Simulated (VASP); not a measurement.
Here is a VASP 6.6.1 calculation.

File POSCAR:

```
BN
1.0
    0.0000000000      1.8398114300      1.8398114300
    1.8398114300      0.0000000000      1.8398114300
    1.8398114300      1.8398114300      0.0000000000
B N
1 1
Direct
    0.0000000000      0.0000000000      0.0000000000
    0.2500000000      0.2500000000      0.2500000000
```

File INCAR.step1:

```
PREC     = Accurate       # precision mode
ENCUT    = 520            # plane-wave cutoff, eV
ISMEAR   = -1             # smearing method
SIGMA    = 0.02           # smearing width, eV
LREAL    = False          # projectors in reciprocal space
LASPH    = True           # aspherical terms in the spheres
NELM     = 60             # most SCF steps
GGA      = PE             # functional
ALGO     = Normal         # electronic algorithm
EDIFF    = 1E-4           # SCF threshold, eV
LWAVE    = True           # write WAVECAR
LCHARG   = False          # write CHGCAR
```

The input INCAR.step2:

```
PREC     = Accurate       # precision mode
ENCUT    = 520            # plane-wave cutoff, eV
EDIFF    = 1E-6           # SCF threshold, eV
ISMEAR   = -1             # smearing method
SIGMA    = 0.02           # smearing width, eV
LREAL    = False          # projectors in reciprocal space
LASPH    = True           # aspherical terms in the spheres
NELM     = 60             # most SCF steps
ALGO     = Normal         # electronic algorithm
ISIF     = 2              # what is computed and relaxed
LWAVE    = False          # write WAVECAR
LCHARG   = False          # write CHGCAR
METAGGA  = R2SCAN         # meta-GGA
LMIXTAU  = True         
IBRION   = 2              # ionic algorithm
NSW      = 50             # ionic steps
EDIFFG   = -0.01          # ionic threshold
ISTART   = 1
```

The input KPOINTS:

```
Automatic mesh
0
Gamma
  14 14 14
```

Potentials or basis: VASP PAW PBE potentials, release 64 (B, N).

The run is started by

```console
$ cat potpaw_PBE.64/B/POTCAR potpaw_PBE.64/N/POTCAR > POTCAR
$ cp INCAR.step1 INCAR
$ mpirun -np 1 vasp_std > vasp.out
$ cp INCAR.step2 INCAR
$ mpirun -np 1 vasp_std > vasp.out
```

Estimate the band gap on the k mesh.

4.91 eV (least direct gap 9.27 eV).

Final structure:
```
B N
1.0
     0.00000    1.83981    1.83981
     1.83981    0.00000    1.83981
     1.83981    1.83981    0.00000
B N
1 1
Direct
  0.00000 0.00000 0.00000
  0.25000 0.25000 0.25000
```

Caveat: the relaxation stopped at its first step, so nothing moved. A k mesh can miss the band edges.
